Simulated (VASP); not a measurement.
Runs of VASP 6.6.1 on LiH. The structure is that of space group Fm-3m (No. 225), or close to it. The cells are those of the table. 

| task | cell | cutoff (eV) | ions in elastic constants | gap on the mesh (eV) |
| --- | --- | --- | --- | --- |
| single point | a = 2.868 Å, angles 60.0°, 2 atoms | 520 | - | 2.78 |
| single point | a = 2.884 Å, angles 60.0°, 2 atoms | 520 | - | (a) |
| single point | a = 2.776 Å, angles 60.0°, 2 atoms | 520 | - | 2.69 |
| single point | a = 2.833 Å, angles 60.0°, 2 atoms | 520 | - | 2.75 |
| single point | a = 2.814 Å, angles 60.0°, 2 atoms | 520 | - | (b) |
| single point | a = 2.851 Å, angles 60.0°, 2 atoms | 520 | - | 2.76 |
| single point | a = 2.795 Å, angles 60.0°, 2 atoms | 520 | - | 2.71 |

Alike in all rows: level PBEsol; potentials or basis VASP PAW PBE potentials, release 64 (Li_sv, H); no spin polarisation; k mesh 14 × 14 × 14; smearing gaussian 0.05 eV.

Problem. Fill in the values left out.

Solution. (a) 2.79; (b) 2.73.

A k mesh can miss the band edges.
